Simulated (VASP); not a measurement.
Input of a VASP 6.6.1 run:

Contents of INCAR:

```
SYSTEM = SrTiO3
PREC     = Accurate       ! precision mode
ENCUT    = 520            ! plane-wave cutoff, eV
EDIFF    = 1E-6           ! SCF threshold, eV
ISMEAR   = -1             ! smearing method
SIGMA    = 0.05           ! smearing width, eV
LREAL    = .False.        ! projectors in reciprocal space
LASPH    = .True.         ! aspherical terms in the spheres
NELM     = 60             ! most SCF steps
ALGO     = Normal         ! electronic algorithm
ISIF     = 2              ! what is computed and relaxed
LWAVE    = .False.        ! write WAVECAR
LCHARG   = .False.        ! write CHGCAR
GGA      = PS             ! functional
NBANDS   = 28             ! bands
```

The input KPOINTS:

```
Automatic mesh
0
Gamma
  7 7 7
  0 0 0
```

POSCAR

```
SrTiO3
1.0
    3.9050000000      0.0000000000      0.0000000000
    0.0000000000      3.9050000000      0.0000000000
    0.0000000000      0.0000000000      3.9050000000
Sr Ti O
1 1 3
Direct
    0.0000000000      0.0000000000      0.0000000000
    0.5000000000      0.5000000000      0.5000000000
    0.0000000000      0.5000000000      0.5000000000
    0.5000000000      0.0000000000      0.5000000000
    0.5000000000      0.5000000000      0.0000000000
```

Potentials or basis: VASP PAW PBE potentials, release 64 (Sr_sv, Ti_sv, O).

Launch:

```sh
$ cat potpaw_PBE.64/Sr_sv/POTCAR potpaw_PBE.64/Ti_sv/POTCAR potpaw_PBE.64/O/POTCAR > POTCAR
$ mpirun -np 1 vasp_std > vasp.out
```

(1) Predict the band gap on the k mesh.

(2) Estimate the pressure.

Answers

(1) 1.87 eV, indirect (least direct gap 2.16 eV).

(2) -1.3 GPa.

Caveat: the PAW data sets were made with another functional, which shifts forces and pressure a little.
